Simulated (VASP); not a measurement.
# TaN (Fm-3m) in VASP: notebook

TaN is run at these levels: PBE; tasks: single point.

All numbers are computed with VASP 6.6.1; they aren't measurements. Logs are shortened: lines on timing, memory, paths and dates and some standing lists are left out, and cuts for length are marked.

## (1) The cell of the first run

Symmetry: Fm-3m, No. 225, cubic system. The conventional cell has a = 4.550 Å, b = 4.550 Å, c = 4.550 Å, α = 90.00°, β = 90.00°, γ = 90.00°. Within 3.0 Å of Ta (site symmetry m-3m) lie 6 N at 2.27 Å. N (site symmetry m-3m) has 6 Ta at 2.27 Å within 3.0 Å.

## (2) Single point, PBE (strain +0.030 along x and y, +0.030 along z)

The input, INCAR:

```
ALGO     = Normal         # electronic algorithm
EDIFF    = 1E-6           # SCF threshold, eV
ENCUT    = 520            # plane-wave cutoff, eV
GGA      = PE             # functional
ISIF     = 2              # what is computed and relaxed
ISMEAR   = 0              # smearing method
LASPH    = True           # aspherical terms in the spheres
LCHARG   = True           # write CHGCAR
LELF     = True           # ELF
LREAL    = False          # projectors in reciprocal space
LVHAR    = True         
LWAVE    = False          # write WAVECAR
NBANDS   = 15             # bands
NELM     = 60             # most SCF steps
PREC     = Accurate       # precision mode
SIGMA    = 0.15           # smearing width, eV
```

The input, KPOINTS:

```
k-points
0
Gamma
  24 24 24
```

The input, POSCAR:

```
TaN
1.0
    0.0000000000      2.2748938213      2.2748938213
    2.2748938213      0.0000000000      2.2748938213
    2.2748938213      2.2748938213      0.0000000000
Ta N
1 1
Direct
    0.5000000000      0.5000000000      0.5000000000
    0.0000000000      0.0000000000      0.0000000000
```

Potentials or basis: VASP PAW PBE potentials, release 64 (Ta_pv, N).

On the command line:

```sh
$ cat potpaw_PBE.64/Ta_pv/POTCAR potpaw_PBE.64/N/POTCAR > POTCAR
$ mpirun -np 1 vasp_std > vasp.out
```

OUTCAR:

```text
EDIFF = 1E-6
   ENCUT = 520
   GGA = PE
   ISIF = 2
   ISMEAR = 0
   LASPH = True
   LREAL = False
   NELM = 60
   PREC = Accurate

 ion  position               nearest neighbor table
   1  0.500  0.500  0.500-   2 2.27   2 2.27   2 2.27   2 2.27   2 2.27   2 2.27
   2  0.000  0.000  0.000-   1 2.27   1 2.27   1 2.27   1 2.27   1 2.27   1 2.27

  LATTYP: Found a face centered cubic cell.
 ALAT       =     4.5497876426

  Lattice vectors:

 A1 = (   0.0000000000,   2.2748938213,   2.2748938213)
 A2 = (   2.2748938213,   0.0000000000,   2.2748938213)
 A3 = (   2.2748938213,   2.2748938213,   0.0000000000)

Analysis of symmetry for initial positions (statically):
=====================================================================
 Subroutine PRICEL returns:
 Original cell was already a primitive cell.

 Routine SETGRP: Setting up the symmetry group for a
 face centered cubic supercell.

 Subroutine GETGRP returns: Found 48 space group operations
 (whereof 48 operations were pure point group operations)
 out of a pool of 48 trial point group operations.

The static configuration has the point symmetry O_h .

Analysis of symmetry for dynamics (positions and initial velocities):
=====================================================================
 Subroutine PRICEL returns:
 Original cell was already a primitive cell.

 Routine SETGRP: Setting up the symmetry group for a
 face centered cubic supercell.

 Subroutine GETGRP returns: Found 48 space group operations
 (whereof 48 operations were pure point group operations)
 out of a pool of 48 trial point group operations.

The dynamic configuration has the point symmetry O_h .

 Subroutine INISYM returns: Found 48 space group operations
 (whereof 48 operations are pure point group operations),
 and found     1 'primitive' translations

----------------------------------------------------------------------------------------

                                     Primitive cell

  volume of cell :      23.5458

  direct lattice vectors                    reciprocal lattice vectors
     0.000000000  2.274893821  2.274893821    -0.219790478  0.219790478  0.219790478
     2.274893821  0.000000000  2.274893821     0.219790478 -0.219790478  0.219790478
     2.274893821  2.274893821  0.000000000     0.219790478  0.219790478 -0.219790478

  length of vectors
     3.217185695  3.217185695  3.217185695     0.380688275  0.380688275  0.380688275

  position of ions in fractional coordinates (direct lattice)
     0.500000000  0.500000000  0.500000000
     0.000000000  0.000000000  0.000000000

  ion indices of the primitive-cell ions
   primitive index   ion index
                 1           1
                 2           2

----------------------------------------------------------------------------------------

 KPOINTS: k-points

Automatic generation of k-mesh.
 Grid dimensions read from file:
 generate k-points for:   24   24   24

 Generating k-lattice:

  Cartesian coordinates                     Fractional coordinates (reciprocal lattice)
    -0.009157937  0.009157937  0.009157937     0.041666667  0.000000000  0.000000000
     0.009157937 -0.009157937  0.009157937     0.000000000  0.041666667  0.000000000
     0.009157937  0.009157937 -0.009157937     0.000000000  0.000000000  0.041666667

  Length of vectors
     0.015862011  0.015862011  0.015862011

  Shift w.r.t. Gamma in fractional coordinates (k-lattice)
     0.000000000  0.000000000  0.000000000

 Subroutine IBZKPT returns following result:
 ===========================================

 Found    413 irreducible k-points:

 Following reciprocal coordinates:
            Coordinates               Weight
  0.000000  0.000000  0.000000      1.000000
  0.041667  0.000000  0.000000      8.000000
  0.083333  0.000000  0.000000      8.000000
  0.125000  0.000000  0.000000      8.000000
  0.166667  0.000000  0.000000      8.000000
  0.208333  0.000000  0.000000      8.000000
[... 16 lines left out ...]
  0.416667  0.041667  0.000000     24.000000
  0.458333  0.041667  0.000000     24.000000
 [... further k-points ...]
   k-points           NKPTS =    413   k-points in BZ     NKDIM =    413   number of bands    NBANDS=     15
   number of dos      NEDOS =    301   number of ions     NIONS =      2
   total plane-waves  NPLWV =  13824
   dimension x,y,z NGX =    24 NGY =   24 NGZ =   24
   dimension x,y,z NGXF=    48 NGYF=   48 NGZF=   48
   ions per type =               1   1
   NGX,Y,Z   is equivalent  to a cutoff of  12.40, 12.40, 12.40 a.u.
   NGXF,Y,Z  is equivalent  to a cutoff of  24.80, 24.80, 24.80 a.u.
 SYSTEM =  unknown system
   PREC   = accura    normal or accurate (medium, high low for compatibility)
   ISTART =      0    job   : 0-new  1-cont  2-samecut
   ICHARG =      2    charge: 1-file 2-atom 10-const
   ISPIN  =      1    spin polarized calculation?
   LNONCOLLINEAR =      F non collinear calculations
   LSORBIT =      F    spin-orbit coupling
   LASPH  =      T    aspherical Exc in radial PAW
   ENCUT  =  520.0 eV  38.22 Ry    6.18 a.u.   5.98  5.98  5.98*2*pi/ulx,y,z
   NELM   =     60;   NELMIN=  2; NELMDL= -5     # of ELM steps
   EDIFF  = 0.1E-05   stopping-criterion for ELM
   LREAL  =      F    real-space projection
   EDIFFG = 0.1E-04   stopping-criterion for IOM
   NSW    =      0    number of steps for IOM
   IBRION =     -1    ionic relax: 0-MD 1-quasi-New 2-CG
   NFREE  =      0    steps in history (QN), initial steepest desc. (CG)
   ISIF   =      2    stress and relaxation
   ISYM   =      2    0-nonsym 1-usesym 2-fastsym
   POTIM  = 0.5000    time-step for ionic-motion
   TEBEG  =    0.0;   TEEND  =   0.0 temperature during run
   PSTRESS=    0.0 pullay stress
   NELECT =      16.0000    total number of electrons
   NUPDOWN=      -1.0000    fix difference up-down
   EMIN   =  10.00;   EMAX   =-10.00  energy-range for DOS
   EFERMI =   0.00;   METHOD = LEGACY
   ISMEAR =     0;   SIGMA  =   0.15  broadening in eV -4-tet -1-fermi 0-gaus
   EFERMI_NEDOS =   21; number of points for ismear=-14 and -15
   IALGO  =     38    algorithm
   IMIX   =      4    mixing-type and parameters
     AMIX     =   0.40;   BMIX     =  1.00
     AMIX_MAG =   1.60;   BMIX_MAG =  1.00
  volume/ion in A,a.u.               =      11.77        79.45
  Fermi-wavevector in a.u.,A,eV,Ry     =   1.439275  2.719835 28.184628  2.071512
  Thomas-Fermi vector in A             =   2.558148
   LORBIT       =      0    0 simple, 1 ext, 2 COOP (PROOUT), +10 PAW based schemes
   GGA     = PE    functional components
   LHFCALC =     F    Hartree Fock is set to
   AEXX    =    0.0000 exact exchange contribution
   IVDW    =     0    specifies the selected vdW correction
   LEPSILON=     F    determine dielectric tensor
   LRPA    =     F    only Hartree local field effects (RPA)
 non-spin polarized calculation
 Gauss-broadening in eV      SIGMA  =   0.15
  energy-cutoff  :      520.00
  volume of cell :       23.55
 maximum number of plane-waves:       650
   NGX = 11   NGY = 11   NGZ = 11

 number of electron      15.9999999 magnetization

 Free energy of the ion-electron system (eV)
  ---------------------------------------------------
  ext. energy  EPLUGINS =         0.00000000
  ---------------------------------------------------
  free energy    TOTEN  =       -21.67849004 eV

  energy without entropy =      -21.66690614  energy(sigma->0) =      -21.67269809

 E-fermi :   8.4090     XC(G=0): -12.8809

 val. band max:        8.4037752349   @ k =  -0.2917   0.3333   0.1250
 cond. band min:       8.4100122820   @ k =  -0.2500   0.3750   0.1250
 fundamental gap:      0.0062370471
 Fermi energy:         8.4089622804

 k-point     1 :       0.0000    0.0000    0.0000
  band No.  band energies     occupation
      1     -27.5521      2.00000
      2     -27.5521      2.00000
      3     -27.5521      2.00000
      4      -9.6075      2.00000
      5       4.8908      2.00000
      6       4.8908      2.00000
      7       4.8908      2.00000
      8       6.5758      2.00000
      9       6.5758      2.00000
     10       6.5758      2.00000
     11       8.4568      0.65174
     12       8.4568      0.65173
     13       9.1185      0.00000
     14      17.7787      0.00000
     15      20.5598      0.00000

 k-point     2 :       0.0417    0.0000    0.0000
  band No.  band energies     occupation
      1     -27.5624      2.00000
      2     -27.5531      2.00000
      3     -27.5531      2.00000
      4      -9.5730      2.00000
      5       4.6574      2.00000
      6       4.7509      2.00000
      7       4.7509      2.00000
      8       6.6404      2.00000
      9       6.6404      2.00000
     10       6.6730      2.00000
     11       8.6131      0.05429
     12       8.6131      0.05429
     13       9.2599      0.00000
     14      17.8934      0.00000
     15      20.5597      0.00000

 k-point     3 :       0.0833    0.0000    0.0000
  band No.  band energies     occupation
      1     -27.5926      2.00000
      2     -27.5561      2.00000
      3     -27.5561      2.00000
      4      -9.4708      2.00000
      5       4.1096      2.00000
      6       4.4074      2.00000
      7       4.4074      2.00000
      8       6.8036      2.00000
      9       6.8036      2.00000
     10       6.8537      2.00000
     11       9.0342      0.00000
     12       9.0342      0.00000
     13       9.6468      0.00000
     14      18.2247      0.00000
     15      20.5596      0.00000
[... 343 lines left out ...]
 k-point    23 :       0.4167    0.0417    0.0000
  band No.  band energies     occupation
      1     -28.0731      2.00000
      2     -27.6123      2.00000
      3     -27.6084      2.00000
      4      -7.4460      2.00000
      5      -0.6574      2.00000
      6       1.7030      2.00000
      7       1.8127      2.00000
      8       8.9331      0.00000
      9       9.7061      0.00000
     10       9.7712      0.00000
     11      12.5887      0.00000
     12      13.9806      0.00000
     13      14.5511      0.00000
     14      18.6296      0.00000
     15      20.5691      0.00000

 k-point    24 :       0.4583    0.0417    0.0000
  band No.  band energies     occupation
      1     -28.1056      2.00000
      2     -27.6141      2.00000
      3     -27.6138      2.00000
      4      -7.2620      2.00000
      5      -0.9403      2.00000
      6       1.6044      2.00000
      7       1.6705      2.00000
      8       9.4083      0.00000
      9       9.9804      0.00000
     10      10.0024      0.00000
     11      12.3244      0.00000
     12      14.4959      0.00000
     13      14.8537      0.00000
     14      18.4936      0.00000
     15      20.2684      0.00000

 [... further k-points ...]

------------------------ aborting loop because EDIFF is reached ----------------------------------------

  FORCE on cell =-STRESS in cart. coord.  units (eV):
  Direction    XX          YY          ZZ          XY          YZ          ZX
  --------------------------------------------------------------------------------------
  -------------------------------------------------------------------------------------
  Total       -3.4524797     -3.4524797     -3.4524797     -0.0000000      0.0000000     -0.0000000
  in kB     -234.9245082   -234.9245082   -234.9245082     -0.0000000      0.0000000     -0.0000000
  external PRESSURE =    -234.9245082 kB  Pullay stress =       0.0000000 kB

 VOLUME and BASIS-vectors are now :
 -----------------------------------------------------------------------------
  energy-cutoff  :      520.00
  volume of cell :       23.55
      direct lattice vectors                 reciprocal lattice vectors
     0.000000000  2.274893821  2.274893821    -0.219790478  0.219790478  0.219790478
     2.274893821  0.000000000  2.274893821     0.219790478 -0.219790478  0.219790478
     2.274893821  2.274893821  0.000000000     0.219790478  0.219790478 -0.219790478

 POSITION                                       TOTAL-FORCE (eV/Angst)
 -----------------------------------------------------------------------------------
      2.27489      2.27489      2.27489         0.000000      0.000000      0.000000
      0.00000      0.00000      0.00000         0.000000      0.000000      0.000000
 -----------------------------------------------------------------------------------
    total drift:                                0.000000     -0.000000     -0.000000

  FREE ENERGIE OF THE ION-ELECTRON SYSTEM (eV)
  ---------------------------------------------------
  free  energy   TOTEN  =       -21.6784900427 eV

  energy  without entropy=      -21.6669061356  energy(sigma->0) =      -21.67269809
```

Wall time 2.3 min (1 thread of Intel Xeon 8259CL, shared host); peak memory 0.26 GiB.

Results:

* Free energy: -21.6785 eV
* Pressure: -23.5 GPa
* Band gap on the k mesh: zero (bands 8 and 9 overlap by 3.44 eV)

Caveat: the cell differs from its parent crystal (strain +0.030 along x and y, +0.030 along z); the cell stands under tension; spin-orbit coupling is left out, which moves the levels of the heavy elements.

[end of part 1 of 2]

The gap in the log of VASP goes by the Fermi energy; the results here count the filled bands.